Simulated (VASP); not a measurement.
# In3As (Im-3m) in VASP: a series of runs

In3As is run at these levels: PBE; tasks: single point, relaxation of cell and atoms.

Program: VASP 6.6.1. These are calculated values, not measurements. Logs are shortened: lines on timing, memory, paths and dates and some standing lists are left out, and cuts for length are marked.

## 1. The cell of the first run

The structure is cubic, space group Im-3m (No. 229). Conventional cell: a = 5.975 Å, b = 5.975 Å, c = 5.975 Å, α = 90.00°, β = 90.00°, γ = 90.00°. In (site symmetry 4/mmm) has 4 In at 2.99 Å and 2 As at 2.99 Å within 3.9 Å. As (site symmetry m-3m) has 6 In at 2.99 Å within 3.9 Å.

## 2. Single point, PBE

The input, INCAR:

```
ALGO = Fast ; EDIFF = 1E-6
ENCUT = 520 ; GGA = PE
ISIF = 2 ; ISMEAR = 0
LASPH = True ; LCHARG = False
LREAL = False ; LWAVE = False
NBANDS = 30 ; NELM = 60
PREC = Accurate ; SIGMA = 0.1
```

The input, KPOINTS:

```
k-points
0
Gamma
  12 12 12
```

The input, POSCAR:

```
In3As
1.0
   -2.9875431153      2.9875431153      2.9875431153
    2.9875431153     -2.9875431153      2.9875431153
    2.9875431153      2.9875431153     -2.9875431153
In As
3 1
Direct
    0.0000000000      0.5000000000      0.5000000000
    0.5000000000      0.0000000000      0.5000000000
    0.5000000000      0.5000000000      0.0000000000
    0.0000000000      0.0000000000      0.0000000000
```

Potentials or basis: VASP PAW PBE potentials, release 64 (In_d, As).

On the command line:

```console
cat potpaw_PBE.64/In_d/POTCAR potpaw_PBE.64/As/POTCAR > POTCAR
mpirun -np 1 vasp_std > vasp.out
```

OUTCAR:

```text
EDIFF = 1E-6
   ENCUT = 520
   GGA = PE
   ISIF = 2
   ISMEAR = 0
   LASPH = True
   LREAL = False
   NELM = 60
   PREC = Accurate

 ion  position               nearest neighbor table
   1  0.000  0.500  0.500-   2 2.99   3 2.99   4 2.99   4 2.99   3 2.99   2 2.99
   2  0.500  0.000  0.500-   1 2.99   3 2.99   4 2.99   3 2.99   4 2.99   1 2.99
   3  0.500  0.500  0.000-   1 2.99   2 2.99   4 2.99   2 2.99   1 2.99   4 2.99
   4  0.000  0.000  0.000-   1 2.99   2 2.99   3 2.99   1 2.99   2 2.99   3 2.99

  LATTYP: Found a body centered cubic cell.
 ALAT       =     5.9750862306

  Lattice vectors:

 A1 = (  -2.9875431153,   2.9875431153,   2.9875431153)
 A2 = (   2.9875431153,  -2.9875431153,   2.9875431153)
 A3 = (   2.9875431153,   2.9875431153,  -2.9875431153)

Analysis of symmetry for initial positions (statically):
=====================================================================
 Subroutine PRICEL returns:
 Original cell was already a primitive cell.

 Routine SETGRP: Setting up the symmetry group for a
 body centered cubic supercell.

 Subroutine GETGRP returns: Found 48 space group operations
 (whereof 48 operations were pure point group operations)
 out of a pool of 48 trial point group operations.

The static configuration has the point symmetry O_h .

Analysis of symmetry for dynamics (positions and initial velocities):
=====================================================================
 Subroutine PRICEL returns:
 Original cell was already a primitive cell.

 Routine SETGRP: Setting up the symmetry group for a
 body centered cubic supercell.

 Subroutine GETGRP returns: Found 48 space group operations
 (whereof 48 operations were pure point group operations)
 out of a pool of 48 trial point group operations.

The dynamic configuration has the point symmetry O_h .

 Subroutine INISYM returns: Found 48 space group operations
 (whereof 48 operations are pure point group operations),
 and found     1 'primitive' translations

----------------------------------------------------------------------------------------

                                     Primitive cell

  volume of cell :     106.6602

[... 82 lines left out ...]
 SYSTEM =  unknown system
   PREC   = accura    normal or accurate (medium, high low for compatibility)
   ISTART =      0    job   : 0-new  1-cont  2-samecut
   ICHARG =      2    charge: 1-file 2-atom 10-const
   ISPIN  =      1    spin polarized calculation?
   LNONCOLLINEAR =      F non collinear calculations
   LSORBIT =      F    spin-orbit coupling
   LASPH  =      T    aspherical Exc in radial PAW
   ENCUT  =  520.0 eV  38.22 Ry    6.18 a.u.   9.62  9.62  9.62*2*pi/ulx,y,z
   NELM   =     60;   NELMIN=  2; NELMDL= -5     # of ELM steps
   EDIFF  = 0.1E-05   stopping-criterion for ELM
   LREAL  =      F    real-space projection
   EDIFFG = 0.1E-04   stopping-criterion for IOM
   NSW    =      0    number of steps for IOM
   IBRION =     -1    ionic relax: 0-MD 1-quasi-New 2-CG
   NFREE  =      0    steps in history (QN), initial steepest desc. (CG)
   ISIF   =      2    stress and relaxation
   ISYM   =      2    0-nonsym 1-usesym 2-fastsym
   POTIM  = 0.5000    time-step for ionic-motion
   TEBEG  =    0.0;   TEEND  =   0.0 temperature during run
   PSTRESS=    0.0 pullay stress
   NELECT =      44.0000    total number of electrons
   NUPDOWN=      -1.0000    fix difference up-down
   EMIN   =  10.00;   EMAX   =-10.00  energy-range for DOS
   EFERMI =   0.00;   METHOD = LEGACY
   ISMEAR =     0;   SIGMA  =   0.10  broadening in eV -4-tet -1-fermi 0-gaus
   EFERMI_NEDOS =   21; number of points for ismear=-14 and -15
   IALGO  =     68    algorithm
   IMIX   =      4    mixing-type and parameters
     AMIX     =   0.40;   BMIX     =  1.00
     AMIX_MAG =   1.60;   BMIX_MAG =  1.00
  volume/ion in A,a.u.               =      26.67       179.94
  Fermi-wavevector in a.u.,A,eV,Ry     =   1.218685  2.302981 20.207287  1.485194
  Thomas-Fermi vector in A             =   2.353963
   LORBIT       =      0    0 simple, 1 ext, 2 COOP (PROOUT), +10 PAW based schemes
   GGA     = PE    functional components
   LHFCALC =     F    Hartree Fock is set to
   AEXX    =    0.0000 exact exchange contribution
   IVDW    =     0    specifies the selected vdW correction
   LEPSILON=     F    determine dielectric tensor
   LRPA    =     F    only Hartree local field effects (RPA)
 non-spin polarized calculation
 RMM-DIIS sequential band-by-band and
 Gauss-broadening in eV      SIGMA  =   0.10
  energy-cutoff  :      520.00
  volume of cell :      106.66
 maximum number of plane-waves:      2916
   NGX = 19   NGY = 19   NGZ = 19

 number of electron      44.0000016 magnetization

 Free energy of the ion-electron system (eV)
  ---------------------------------------------------
  ext. energy  EPLUGINS =         0.00000000
  ---------------------------------------------------
  free energy    TOTEN  =       -11.91751170 eV

  energy without entropy =      -11.90256513  energy(sigma->0) =      -11.91003842

 E-fermi :   6.0128     XC(G=0):  -9.8448

 val. band max:        6.0004539948   @ k =  -0.2500   0.3333   0.1667
 cond. band min:       6.0231365949   @ k =  -0.4167   0.5000   0.1667
 fundamental gap:      0.0226826002
 Fermi energy:         6.0128271845

 k-point     1 :       0.0000    0.0000    0.0000
  band No.  band energies     occupation
      1      -8.8704      2.00000
      2      -8.8704      2.00000
      3      -8.6608      2.00000
      4      -8.6229      2.00000
      5      -8.6229      2.00000
      6      -8.6229      2.00000
[... 781 lines left out ...]
     29      11.5810      0.00000
     30      12.3959      0.00000

 [... further k-points ...]
[... 5 lines left out ...]
  --------------------------------------------------------------------------------------
  -------------------------------------------------------------------------------------
  Total       -0.0093121     -0.0093121     -0.0093121      0.0000000     -0.0000000      0.0000000
  in kB       -0.1398802     -0.1398802     -0.1398802      0.0000000     -0.0000000      0.0000000
  external PRESSURE =      -0.1398802 kB  Pullay stress =       0.0000000 kB

 VOLUME and BASIS-vectors are now :
 -----------------------------------------------------------------------------
  energy-cutoff  :      520.00
  volume of cell :      106.66
      direct lattice vectors                 reciprocal lattice vectors
    -2.987543115  2.987543115  2.987543115     0.000000000  0.167361601  0.167361601
     2.987543115 -2.987543115  2.987543115     0.167361601  0.000000000  0.167361601
     2.987543115  2.987543115 -2.987543115     0.167361601  0.167361601  0.000000000

 POSITION                                       TOTAL-FORCE (eV/Angst)
 -----------------------------------------------------------------------------------
      2.98754      0.00000      0.00000        -0.000000     -0.000000      0.000000
      0.00000      2.98754      0.00000         0.000000      0.000000     -0.000000
      0.00000      0.00000      2.98754        -0.000000      0.000000      0.000000
      0.00000      0.00000      0.00000        -0.000000      0.000000     -0.000000
 -----------------------------------------------------------------------------------
    total drift:                               -0.000000     -0.000000      0.000000

  FREE ENERGIE OF THE ION-ELECTRON SYSTEM (eV)
  ---------------------------------------------------
  free  energy   TOTEN  =       -11.9175117047 eV

  energy  without entropy=      -11.9025651315  energy(sigma->0) =      -11.91003842
```

It took 3.5 min on 1 thread of Intel Xeon 6975P-C, shared host; peak memory 0.37 GiB.

What came out:

```
Free energy            : -11.9175 eV
Pressure               : 0.0 GPa
Band gap on the k mesh : zero (band 22 reaches 7.01 eV, above the bottom of band 23 at 5.18 eV)
```

Caveat: spin-orbit coupling is left out, which moves the levels of the heavy elements.

## 3. Relaxation of cell and atoms, PBE

This run uses another cell than the first one, of 26.40 Å³/atom, 0.990 times its volume.

The input, INCAR:

```
SYSTEM = In3As
ALGO = Fast
EDIFF = 1E-7
EDIFFG = -0.01
ENCUT = 600
GGA = PE
IBRION = 2
ISIF = 3
ISMEAR = 0
LASPH = .TRUE.
LCHARG = .FALSE.
LREAL = .FALSE.
LWAVE = .FALSE.
NELM = 100
NSW = 100
PREC = Accurate
SIGMA = 0.1
```

The input, KPOINTS:

```
k-points
0
G
  12 12 12
  0 0 0
```

The input, POSCAR:

```
In3As
1.0
   -2.9777743668      2.9777743668      2.9777743668
    2.9777743668     -2.9777743668      2.9777743668
    2.9777743668      2.9777743668     -2.9777743668
In As
3 1
Direct
    0.0000000000      0.5000000000      0.5000000000
    0.5000000000      0.0000000000      0.5000000000
    0.5000000000      0.5000000000      0.0000000000
    0.0000000000      0.0000000000      0.0000000000
```

Potentials or basis: VASP PAW PBE potentials, release 64 (In_d, As).

On the command line:

```console
cat potpaw_PBE.64/In_d/POTCAR potpaw_PBE.64/As/POTCAR > POTCAR
mpirun -np 1 vasp_std > vasp.out
```

Run time: 9.5 min. Hardware: 1 thread of Intel Xeon 6975P-C, shared host; peak memory 0.41 GiB.

It converged, with:

```yaml
Free_energy: -11.9174 eV
Relaxed_volume: 26.70 Å³/atom
Relaxed_cell: a = 5.177 Å, b = 5.177 Å, c = 5.177 Å, α = 109.47°, β = 109.47°, γ = 109.47°
Space_group_after_relaxing_to_0.05_Å: Im-3m (No. 229)
Energy_gained_by_relaxing: 0.4 meV/atom
Ionic_steps: 2
Pressure_after_relaxing: 0.0 GPa
Band_gap_on_the_k_mesh: zero (band 22 reaches 7.00 eV, above the bottom of band 23 at 5.17 eV)
```

The path:
| step | energy change (eV) | largest force (eV/Å) | pressure (GPa) | volume (Å³) |
| --- | --- | --- | --- | --- |
| 1 | 0.0000 | 0.0000 | 0.47 | 105.62 |
| 2 | -0.0015 | 0.0000 | -0.03 | 106.81 |

Final structure:
```xyz
4
Lattice="-2.9890 2.9890 2.9890 2.9890 -2.9890 2.9890 2.9890 2.9890 -2.9890" Properties=species:S:1:pos:R:3 pbc="T T T"
In    0.0000    2.9890    2.9890
In    0.0000    2.9890    0.0000
In    0.0000    0.0000    2.9890
As    2.9890    2.9890    2.9890
```

Levels at points of the mesh, in eV from the Fermi level:
| k point | band 18 | band 19 | band 20 | band 21 | band 22 | band 23 | band 24 | band 25 | band 26 |
| --- | --- | --- | --- | --- | --- | --- | --- | --- | --- |
| (0.00, 0.00, 0.00) | -2.24 | -2.24 | -2.24 | -1.34 | -1.34 | -0.49 | -0.49 | -0.49 | 3.89 |
| (0.50, 0.00, 0.00) | -4.94 | -3.65 | -2.62 | -1.28 | 0.36 | 0.97 | 1.90 | 2.06 | 4.15 |
| (0.50, 0.50, 0.50) | -5.41 | -4.02 | -4.02 | -4.02 | 1.00 | 1.00 | 1.00 | 1.43 | 7.09 |

Caveat: spin-orbit coupling is left out, which moves the levels of the heavy elements.
